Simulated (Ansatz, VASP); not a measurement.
BN: VASP beside Ansatz

Contents of INCAR:

```
  PREC = Accurate
  ENCUT = 600
  EDIFF = 1E-7
  ISMEAR = 1
  SIGMA = 0.01
  LREAL = F
  LASPH = T
  NELM = 120
  ALGO = Normal
  ISIF = 3
  LWAVE = F
  LCHARG = F
  GGA = PE
  IVDW = 13
  IBRION = 2
  NSW = 50
  EDIFFG = -0.01
  GGA_COMPAT = F
  NELMIN = 4
```

The input KPOINTS:

```
regular mesh
0
Gamma
  8 8 8
```

Contents of POSCAR:

```
BN
1.0
    0.0000000000      1.8075000000      1.8075000000
    1.8075000000      0.0000000000      1.8075000000
    1.8075000000      1.8075000000      0.0000000000
B N
1 1
Direct
    0.0000000000      0.0000000000      0.0000000000
    0.2500000000      0.2500000000      0.2500000000
```

Input for Ansatz:

```yaml
crystal:
  lattice:
    - [0.0, 1.8075, 1.8075]
    - [1.8075, 0.0, 1.8075]
    - [1.8075, 1.8075, 0.0]
  atoms:
    - { symbol: B, position: [0.0, 0.0, 0.0] }
    - { symbol: "N", position: [0.25, 0.25, 0.25] }
basis:
  ecutwfc: 489.804952427784
kpoints:
  mp_grid:
    grid: [8, 8, 8]
hamiltonian:
  xc: pbe
  dispersion: d4
scf:
  occupations:
    method: cold
    width: 0.01
relax:
  max_steps: 30
  cell: {}
```

Alike in both runs: task relaxation of cell and atoms; functional PBE; dispersion D4; k mesh 8 × 8 × 8; no spin polarisation.

```csv
,VASP,Ansatz
version,VASP 6.6.1,Ansatz 0.2.0
potentials or method,"VASP PAW PBE potentials, release 64 (B, N), cutoff 600 eV","plane waves, PAW"
occupations,"methfessel-paxton of order 1, width 0.01 eV","cold, width 0.01 eV"
valence electrons in the cell,8,8
```

Ansatz gave:

| Item | Value |
| --- | --- |
| relaxed volume (Å³/atom) | 5.87 |
| relaxed cell length with the largest relative difference (Å) | 2.550 |

Problem. Estimate VASP's values.

Solution. Relaxed volume (Å³/atom): 5.86; relaxed cell length with the largest relative difference (Å): 2.550.
